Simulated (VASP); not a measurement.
A run of VASP 6.6.1 is set up as follows.

The input INCAR:

```
ALGO     = Normal         # electronic algorithm
EDIFF    = 1E-7           # SCF threshold, eV
ENCUT    = 520            # plane-wave cutoff, eV
GGA      = CA             # functional
ISIF     = 2              # what is computed and relaxed
ISMEAR   = -1             # smearing method
LASPH    = True           # aspherical terms in the spheres
LCHARG   = True           # write CHGCAR
LELF     = True           # ELF
LREAL    = False          # projectors in reciprocal space
LVHAR    = True         
LWAVE    = False          # write WAVECAR
NBANDS   = 10             # bands
NELM     = 80             # most SCF steps
PREC     = Accurate       # precision mode
SIGMA    = 0.1            # smearing width, eV
```

KPOINTS

```
k-points
0
Gamma
  18 18 18
```

File POSCAR:

```
Na
1.0
   -2.1068186879      2.1068186879      2.1068186879
    2.1068186879     -2.1068186879      2.1068186879
    2.1068186879      2.1068186879     -2.1068186879
Na
1
Direct
    0.0000000000      0.0000000000      0.0000000000
```

Potentials or basis: VASP PAW LDA potentials, release 64 (Na_pv).

Command:

```bash
$ cat potpaw_LDA.64/Na_pv/POTCAR > POTCAR
$ mpirun -np 1 vasp_std > vasp.out
```

Question: Predict the pressure.

Answer: -0.9 GPa.
